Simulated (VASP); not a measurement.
Crystal: Si.

```
Si
1.0
    -2.37137    2.37137    1.32927
     2.37137   -2.37137    1.32927
     2.37137    2.37137   -1.32927
Si
2
Direct
  0.25000 0.75000 0.50000
  0.50000 0.50000 0.00000
```

| Property | Result |
| --- | --- |
| Program | VASP 6.6.1 |
| Task | relaxation of cell and atoms |
| Functional | RPBE |
| Potentials or basis | VASP PAW PBE potentials, release 64 (Si) |
| Cutoff | 600 eV |
| k mesh | 18 × 18 × 18 |
| Occupations | fermi-dirac, width 0.1 eV |
| Spin | no spin polarisation |

At the start: pressure 4.5 GPa; volume 14.95 Å³/atom.

Task: Where does the relaxation end?

Result: Over 8 steps the energy falls by 9.2 meV/atom and the volume is 15.51 Å³/atom (+3.7 %); space group I4_1/amd (No. 141, to 0.1 Å) before and after.

Step by step:
| step | energy change (eV) | largest force (eV/Å) | pressure (GPa) | volume (Å³) |
| --- | --- | --- | --- | --- |
| 1 | 0.0000 | 0.0000 | 4.46 | 29.90 |
| 2 | -0.0131 | 0.0000 | -2.22 | 31.74 |
| 3 | -0.0174 | 0.0000 | -0.18 | 31.10 |
| 4 | -0.0182 | 0.0000 | -0.10 | 31.06 |
| 5 | -0.0185 | 0.0000 | -0.02 | 31.02 |
| 6 | -0.0185 | 0.0000 | -0.03 | 31.02 |
| 7 | -0.0185 | 0.0000 | -0.02 | 31.02 |
| 8 | -0.0185 | 0.0000 | 0.01 | 31.01 |

Final structure:
```
Si
1.0
    -2.41630    2.41630    1.32788
     2.41630   -2.41630    1.32788
     2.41630    2.41630   -1.32788
Si
2
Direct
  0.25000 0.75000 0.50000
  0.50000 0.50000 0.00000
```

Caveat: the PAW data sets were made with another functional, which shifts forces and pressure a little.
